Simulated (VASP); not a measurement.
Write the native input for VASP 6.6.1 that does the following.

```yaml
Task: single point
Functional: LDA
Potentials_or_basis: VASP PAW LDA potentials, release 64 (P)
Cutoff: 520 eV
k_mesh: 18 × 18 × 5
Occupations: fermi-dirac, width 0.1 eV
Spin: no spin polarisation
Dipole_correction: no
Further_INCAR_settings: ALGO = Normal; EDIFF = 1e-06; NBANDS = 18
```

The structure of P lies in POSCAR:

```
P
1.0
    2.5979803889      0.0000000000      0.0000000000
   -1.2989901945      2.2499170154      0.0000000000
    0.0000000000      0.0000000000      9.5849386483
P
4
Direct
    0.0000000000      1.0000000000      1.0000000000
    0.0000000000      1.0000000000      0.5000000000
    0.3333333333      0.6666666667      0.2500000000
    0.6666666667      0.3333333333      0.7500000000
```

This isn't the form of P at room conditions, which is orthorhombic.

These files were run (other wordings do the same):

INCAR

```
SYSTEM = P
  PREC = Accurate
  ENCUT = 520
  EDIFF = 1E-6
  ISMEAR = -1
  SIGMA = 0.1
  LREAL = .False.
  LASPH = .True.
  NELM = 80
  ALGO = Normal
  ISIF = 2
  LWAVE = .False.
  LCHARG = .False.
  NBANDS = 18
```

KPOINTS

```
Automatic mesh
0
Gamma
  18 18 5
  0 0 0
```

Potentials or basis: VASP PAW LDA potentials, release 64 (P).

Launch:

```sh
$ cat potpaw_LDA.64/P/POTCAR > POTCAR
$ mpirun -np 1 vasp_std > vasp.out
```

It gave:

```
Pressure               : -0.2 GPa
Band gap on the k mesh : zero (bands 10 and 11 overlap by 10.62 eV)
```

Run time: 30 s on 1 thread of Intel(R) Xeon(R) 6975P-C (Granite Rapids) (shared host), peak memory 0.19 GiB.
